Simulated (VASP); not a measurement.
Crystal: Ga.

```
Ga
1.0
    -2.99241    2.99241    2.99241
     2.99241   -2.99241    2.99241
     2.99241    2.99241   -2.99241
Ga
6
Cartesian
  2.2443 2.9924 -1.4962
  2.9924 -1.4962 2.2443
  0.7481 2.9924 1.4962
  -1.4962 2.2443 2.9924
  1.4962 0.7481 2.9924
  2.9924 1.4962 0.7481
```

* Program: VASP 6.6.1
* Task: relaxation of cell and atoms
* Functional: PBE
* Potentials or basis: VASP PAW PBE potentials, release 64 (Ga_d)
* Cutoff: 600 eV
* k mesh: 8 × 8 × 8
* Occupations: gaussian, width 0.1 eV
* Spin: no spin polarisation

At the start: pressure 3.4 GPa; volume 17.86 Å³/atom.

Task: Where does the relaxation end?

Result: Over 4 steps the energy falls by 10.9 meV/atom and the volume is 18.97 Å³/atom (+6.2 %); space group I-43d (No. 220, to 0.05 Å).

The path:
| step | energy change (eV) | largest force (eV/Å) | pressure (GPa) | volume (Å³) |
| --- | --- | --- | --- | --- |
| 1 | 0.0000 | 0.0000 | 3.40 | 107.18 |
| 2 | -0.0647 | 0.0000 | 0.32 | 113.17 |
| 3 | -0.0652 | 0.0000 | -0.10 | 114.06 |
| 4 | -0.0653 | 0.0000 | -0.04 | 113.84 |

Final structure:
```xyz
6
Lattice="-3.0532 3.0532 3.0532 3.0532 -3.0532 3.0532 3.0532 3.0532 -3.0532" Properties=species:S:1:pos:R:3 pbc="T T T"
Ga    2.2899    3.0532   -1.5266
Ga    3.0532   -1.5266    2.2899
Ga    0.7633    3.0532    1.5266
Ga   -1.5266    2.2899    3.0532
Ga    1.5266    0.7633    3.0532
Ga    3.0532    1.5266    0.7633
```
